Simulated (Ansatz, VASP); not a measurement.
## LiF in VASP and in Ansatz

```
CELL_PARAMETERS angstrom
3.09762 0.00000 0.00000
-1.54881 2.68262 0.00000
0.00000 0.00000 4.45810
ATOMIC_POSITIONS crystal
Li 0.33333 0.66667 0.35590
Li 0.66667 0.33333 0.85590
F 0.33333 0.66667 0.99102
F 0.66667 0.33333 0.49102
```

Alike in both runs: task single point; functional LDA; k mesh 9 × 9 × 6; occupations gaussian, width 0.05 eV; no spin polarisation.

|  | VASP | Ansatz |
| --- | --- | --- |
| version | VASP 6.6.1 | Ansatz 0.2.0 |
| potentials or method | VASP PAW LDA potentials, release 64 (Li_sv, F), cutoff 520 eV | scalar-relativistic, plane waves, PAW |
| valence electrons in the cell | 20 | 20 |

Ansatz gave:

- gap on the k mesh at the Fermi level (eV): 7.88
- least direct gap on the mesh (eV): 7.88
- rms of the force components (eV/Å): 0.790

Question: Estimate VASP's values.

Answer: gap on the k mesh at the Fermi level (eV): 7.87; least direct gap on the mesh (eV): 7.87; rms of the force components (eV/Å): 0.810.

LDA's correlation is that of Perdew and Zunger in VASP and of Perdew and Wang (1992) in Ansatz. Atom by atom the forces differ by 0.020 eV/Å (rms over components).

Noted on VASP's run: the cutoff is under 1.25 times that of the potentials, so the pressure is a little rough.
